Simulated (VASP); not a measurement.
Input of a VASP 6.6.1 run:

POSCAR

```
GaP
1.0
    0.0000000000      2.6505476987      2.6505476987
    2.6505476987      0.0000000000      2.6505476987
    2.6505476987      2.6505476987      0.0000000000
Ga P
1 1
Direct
    0.0000000000      0.0000000000      0.0000000000
    0.2500000000      0.2500000000      0.2500000000
```

Contents of INCAR.step1:

```
PREC     = Accurate       # precision mode
ENCUT    = 520            # plane-wave cutoff, eV
ISMEAR   = 0              # smearing method
SIGMA    = 0.01           # smearing width, eV
LREAL    = F              # projectors in reciprocal space
LASPH    = T              # aspherical terms in the spheres
NELM     = 100            # most SCF steps
NBANDS   = 16             # bands
GGA      = PE             # functional
ALGO     = Normal         # electronic algorithm
EDIFF    = 1E-4           # SCF threshold, eV
LWAVE    = T              # write WAVECAR
LCHARG   = F              # write CHGCAR
```

File INCAR.step2:

```
PREC     = Accurate       # precision mode
ENCUT    = 520            # plane-wave cutoff, eV
EDIFF    = 1E-7           # SCF threshold, eV
ISMEAR   = 0              # smearing method
SIGMA    = 0.01           # smearing width, eV
LREAL    = F              # projectors in reciprocal space
LASPH    = T              # aspherical terms in the spheres
NELM     = 100            # most SCF steps
ALGO     = Normal         # electronic algorithm
ISIF     = 2              # what is computed and relaxed
LWAVE    = F              # write WAVECAR
LCHARG   = T              # write CHGCAR
METAGGA  = R2SCAN         # meta-GGA
LMIXTAU  = T            
LELF     = T              # ELF
LVHAR    = T            
NBANDS   = 16             # bands
ISTART   = 1
```

KPOINTS

```
regular mesh
0
Gamma
  6 6 6
```

Potentials or basis: VASP PAW PBE potentials, release 64 (Ga_d, P).

Command:

```bash
$ cat potpaw_PBE.64/Ga_d/POTCAR potpaw_PBE.64/P/POTCAR > POTCAR
$ cp INCAR.step1 INCAR
$ mpirun -np 1 vasp_std > vasp.out
$ cp INCAR.step2 INCAR
$ mpirun -np 1 vasp_std > vasp.out
```

**Question.** Predict the band gap on the k mesh.

**Answer.** 1.72 eV, indirect (least direct gap 3.09 eV).

**Question.** Estimate the pressure.

**Answer.** 8.9 GPa.

Caveat: the PAW data sets were made with another functional, which shifts forces and pressure a little. A k mesh can miss the band edges.
